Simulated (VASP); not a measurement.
Runs of VASP 6.6.1 on BN. The structure is that of space group Fmm2 (No. 42), or close to it. The cells are those of the table. 

```csv
cell,gap on the mesh (eV),pressure (GPa),largest force (eV/Å)
"a = 4.071, b = 2.476, c = 3.675 Å, angles 80.3, 36.8, 62.9°, 2 atoms",3.71,3.4,0.01
"a = 4.112, b = 2.502, c = 3.713 Å, angles 80.3, 36.8, 62.9°, 2 atoms",(a),(b),0.01
"a = 4.028, b = 2.451, c = 3.637 Å, angles 80.3, 36.8, 62.9°, 2 atoms",3.72,11.8,0.02
"a = 4.193, b = 2.551, c = 3.785 Å, angles 80.3, 36.8, 62.9°, 2 atoms",3.66,-15.6,0.01
"a = 4.153, b = 2.526, c = 3.749 Å, angles 80.3, 36.8, 62.9°, 2 atoms",3.68,-10.1,0.01
```

Alike in all rows: task single point; level LDA; potentials or basis VASP PAW LDA potentials, release 64 (B, N); no spin polarisation; k mesh 10 × 10 × 10; cutoff (eV) 520; smearing gaussian 0.01 eV.

Question: Estimate the missing entries.

Answer: (a) 3.69; (b) -3.8.

A k mesh can miss the band edges.
